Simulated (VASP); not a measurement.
Sc3Te2: single point with PBE

Crystal: Sc3Te2.

```xyz
5
Lattice="4.7950 0.0000 0.0000 -2.3975 4.1526 0.0000 0.0000 0.0000 5.8881" Properties=species:S:1:pos:R:3 pbc="T T T"
Sc    0.0000    0.0000    4.3890
Sc    0.0000    0.0000    1.4991
Sc    2.3975    1.3842    0.0000
Te    2.3975    1.3842    2.9440
Te    0.0000    2.7684    0.0000
```

```
Program             : VASP 6.6.1
Task                : single point
Functional          : PBE
Potentials or basis : VASP PAW PBE potentials, release 64 (Sc_sv, Te)
Cutoff              : 520 eV
k mesh              : 6 × 6 × 4
Occupations         : gaussian, width 0.1 eV
Spin                : no spin polarisation
```

- Pressure: 5.3 GPa
- Largest force: 0.700 eV/Å

Forces on the atoms (eV/Å):
```
Sc   0.000  0.000  0.700
Sc   0.000  0.000 -0.700
Sc   0.000  0.000  0.000
Te   0.000  0.000  0.000
Te   0.000  0.000  0.000
```

Stress tensor (GPa, compression positive):
```
5.63 0.00 0.00
0.00 5.63 0.00
0.00 0.00 4.61
```

Levels at points of the mesh, in eV from the Fermi level:
```csv
k point,band 19,band 20,band 21,band 22,band 23,band 24,band 25,band 26
"(0.00, 0.00, 0.00)",-3.00,-1.44,-1.30,-0.50,-0.50,-0.49,-0.49,0.92
"(0.50, 0.00, 0.00)",-3.84,-3.48,-1.62,-0.11,0.12,0.17,0.49,1.17
"(0.00, 0.00, 0.50)",-3.69,-3.69,-0.11,-0.11,0.02,0.09,0.09,0.27
"(0.50, 0.00, 0.50)",-3.83,-2.75,-0.65,0.15,0.29,0.48,0.54,1.10
```

It took 90 s on 1 thread of Oxide Virtual Turin-like Processor (shared host), peak memory 0.23 GiB.

Caveat: spin-orbit coupling is left out, which moves the levels of the heavy elements.
